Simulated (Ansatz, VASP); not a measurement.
# InP: VASP beside Ansatz

```
In P
1.0
     1.87345   -6.11276    0.00000
     1.87345    6.11276    0.00000
     0.00000    0.00000    3.91184
In P
2 2
Direct
  0.65554 0.34446 0.75000
  0.34446 0.65554 0.25000
  0.88283 0.11717 0.75000
  0.11717 0.88283 0.25000
```

Change from the starting cell: species swapped into the YGa type (Cmcm, No. 63).

Alike in both runs: functional PBE; k mesh 4 × 4 × 4; occupations gaussian, width 0.1 eV; no spin polarisation.

Ansatz relaxed the structure, and its values are those at the end. VASP's run is a single point on that final structure, the one shown.

```csv
,VASP,Ansatz
version,VASP 6.6.1,Ansatz 0.2.0
potentials or method,"VASP PAW PBE potentials, release 64 (In_d, P), cutoff 520 eV","scalar-relativistic, plane waves, PAW"
valence electrons in the cell,36,36
```

|  | VASP | Ansatz | Ansatz less VASP |
| --- | --- | --- | --- |
| gap on the k mesh at the Fermi level (eV) | none | none | - |
| pressure (GPa) | 0.0 | 0.0 | +0.01 |
| rms of the force components (eV/Å) | 0.003 | 0.003 | +0.0005 |

A gap of «none» marks a metal or a gap that the smearing closes. With one functional, cell and mesh, what is left measures potentials, basis and numerics.

The k mesh is coarse, so the values compare programs but aren't converged.
